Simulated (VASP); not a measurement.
# ZnCu: single point with PBE

The system is ZnCu.

```
Zn Cu
1.0
     2.94500    0.00000    0.00000
     0.00000    2.98917    0.00000
     0.00000    0.00000    2.94500
Zn Cu
1 1
Direct
  0.50000 0.50000 0.50000
  0.00000 0.00000 0.00000
```

This cell differs from its parent crystal: strain +0.0150 x Voigt [0, 1, 0, 0, 0, 0].

```
Program             : VASP 6.6.1
Task                : single point
Functional          : PBE
Potentials or basis : VASP PAW PBE potentials, release 64 (Zn, Cu)
Cutoff              : 520 eV
k mesh              : 16 × 16 × 16
Occupations         : gaussian, width 0.15 eV
Spin                : no spin polarisation
```

```yaml
Pressure: 1.4 GPa
Band_gap_on_the_k_mesh: zero (an odd number of electrons rules out a gap without spin polarisation)
```

Levels at points of the mesh, in eV from the Fermi level:
```csv
k point,band 8,band 9,band 10,band 11,band 12,band 13,band 14,band 15,band 16,band 17
"(0.00, 0.00, 0.00)",-3.53,-2.71,-2.71,-2.70,5.84,6.36,6.36,10.96,11.30,12.12
"(0.50, 0.00, 0.00)",-3.64,-3.27,-3.22,-2.78,-1.96,11.33,11.79,11.94,12.44,13.26
"(0.00, 0.50, 0.00)",-3.66,-3.22,-3.22,-2.76,-2.06,11.64,11.64,12.30,12.30,13.43
"(0.50, 0.50, 0.00)",-2.86,-2.84,-2.48,-1.88,-1.85,1.65,2.00,13.91,15.53,15.55
"(0.50, 0.00, 0.50)",-2.87,-2.87,-2.46,-1.77,-1.77,1.79,2.16,13.53,15.15,15.15
"(0.50, 0.50, 0.50)",-4.22,-2.47,-2.44,3.76,4.29,4.29,4.36,4.43,4.43,4.55
```

Wall time 82 s on 1 thread of Intel(R) Xeon(R) Platinum 8488C (Sapphire Rapids), on a shared host, peak memory 0.3 GiB.

Caveat: the cell differs from its parent crystal (strain +0.0150 x Voigt [0, 1, 0, 0, 0, 0]).
